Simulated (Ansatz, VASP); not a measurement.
Sr in VASP and in Ansatz

File INCAR:

```
SYSTEM = Sr
PREC = Accurate
ENCUT = 520
EDIFF = 1E-6
ISMEAR = -1
SIGMA = 0.05
LREAL = .False.
LASPH = .True.
NELM = 60
ALGO = Normal
ISIF = 2
LWAVE = .False.
LCHARG = .False.
GGA = CA
NBANDS = 11
```

The input KPOINTS:

```
regular mesh
0
Gamma
  10 10 10
  0 0 0
```

File POSCAR:

```
Sr
1.0
    2.8927394706      0.0000000000      0.0000000000
    0.0000000000      2.8927394706      0.0000000000
    0.0000000000      0.0000000000      2.8927394706
Sr
1
Direct
    0.0000000000      0.0000000000      0.0000000000
```

Input for Ansatz:

```yaml
crystal:
  lattice:
    - [2.8927394706, 0.0, 0.0]
    - [0.0, 2.8927394706, 0.0]
    - [0.0, 0.0, 2.8927394706]
  atoms:
    - { symbol: Sr, position: [0.0, 0.0, 0.0] }
kpoints:
  mp_grid: { grid: [10, 10, 10] }
scf:
  occupations: { method: fermi_dirac, width: 0.05 }
hamiltonian:
  xc: lda
  pseudopotentials: { kind: paw }
output:
  forces: true
  stress: true
  eigenvalues: true
  populations: true
```

Change from the starting cell: volume scaled by 0.5, PAW files.

Alike in both runs: task single point; functional LDA; k mesh 10 × 10 × 10; occupations fermi-dirac, width 0.05 eV; no spin polarisation.

```csv
,VASP,Ansatz
version,VASP 6.6.1,Ansatz 0.2.0
potentials or method,"VASP PAW LDA potentials, release 64 (Sr_sv)","PAW with Ansatz's default frozen-core files, scalar-relativistic"
plane-wave cutoff (eV),520,420
valence electrons in the cell,10,10
```

```csv
,VASP,Ansatz,Ansatz less VASP
pressure (GPa),24.1,23.5,-0.58
```

LDA's correlation is that of Perdew and Zunger in VASP and of Perdew and Wang (1992) in Ansatz.
